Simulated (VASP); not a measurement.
Wanted: the native input for a VASP 6.6.1 run.

| Quantity | Value |
| --- | --- |
| Task | single point |
| Functional | PBE |
| Potentials or basis | VASP PAW PBE potentials, release 64 (Sn_d, C) |
| Cutoff | 600 eV |
| k mesh | 4 × 4 × 6 |
| Occupations | gaussian, width 0.1 eV |
| Spin | no spin polarisation |
| Dipole correction | no |
| Further INCAR settings | ALGO = Normal; EDIFF = 1e-06; NBANDS = 31 |

The structure of SnC2 lies in POSCAR:

```
SnC2
1.0
    4.3169133995      0.0000000000      0.0000000000
    0.0000000000      5.4032006495      0.0000000000
    0.0000000000      0.0000000000      3.4658186054
Sn C
2 4
Direct
    0.0000000000      0.0000000000      0.0000000000
    0.5000000000      0.5000000000      0.5000000000
    0.1206600475      0.4241850330      0.0000000000
    0.8793399525      0.5758149670      0.0000000000
    0.6206600475      0.0758149670      0.5000000000
    0.3793399525      0.9241850330      0.5000000000
```

The cell was generated, and may not be a known phase.

The input as run:

INCAR

```
SYSTEM = SnC2
PREC = Accurate
ENCUT = 600
EDIFF = 1E-6
ISMEAR = 0
SIGMA = 0.1
LREAL = .FALSE.
LASPH = .TRUE.
NELM = 120
ALGO = Normal
ISIF = 2
LWAVE = .FALSE.
LCHARG = .FALSE.
GGA = PE
NBANDS = 31
GGA_COMPAT = .FALSE.
```

KPOINTS

```
Automatic mesh
0
G
  4 4 6
  0 0 0
```

Potentials or basis: VASP PAW PBE potentials, release 64 (Sn_d, C).

Command:

```bash
$ cat potpaw_PBE.64/Sn_d/POTCAR potpaw_PBE.64/C/POTCAR > POTCAR
$ mpirun -np 1 vasp_std > vasp.out
```

It gave:

The pressure is 0.8 GPa. The largest force is 0.102 eV/Å and the band gap on the k mesh is zero (bands 22 and 23 overlap by 3.52 eV).

Caveat: the k points lie up to 0.36 Å⁻¹ apart, too coarse for converged energies and pressures of a metal; spin-orbit coupling is left out, which moves the levels of the heavy elements.

Wall time 53 s on 1 thread of Intel(R) Xeon(R) 6975P-C (Granite Rapids), on a shared host, peak memory 0.26 GiB.
